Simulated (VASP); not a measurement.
A run of VASP 6.6.1:

Contents of INCAR:

```
PREC = Accurate
ENCUT = 520
EDIFF = 1E-6
ISMEAR = 0
SIGMA = 0.05
LREAL = F
LASPH = T
NELM = 80
ALGO = Normal
ISIF = 2
LWAVE = F
LCHARG = F
GGA = CA
NBANDS = 17
```

The input KPOINTS:

```
Automatic mesh
0
Gamma
  7 7 7
```

POSCAR

```
Pt
1.0
    0.0000000000      2.8211899842      2.8211899842
    2.8211899842      0.0000000000      2.8211899842
    2.8211899842      2.8211899842      0.0000000000
Pt
2
Direct
    0.0000000000      0.0000000000      0.0000000000
    0.2500000000      0.2500000000      0.2500000000
```

Potentials or basis: VASP PAW LDA potentials, release 64 (Pt).

Command:

```sh
$ cat potpaw_LDA.64/Pt/POTCAR > POTCAR
$ mpirun -np 1 vasp_std > vasp.out
```

Hardware: 1 thread of Intel Xeon 6975P-C, with other jobs on the host.

Problem. How long does it take, and how much memory?

Solution. Wall time 10 s on 1 thread of Intel Xeon 6975P-C, with other jobs on the host, peak memory 0.15 GiB. Counts: scf iterations 11, k points 20.
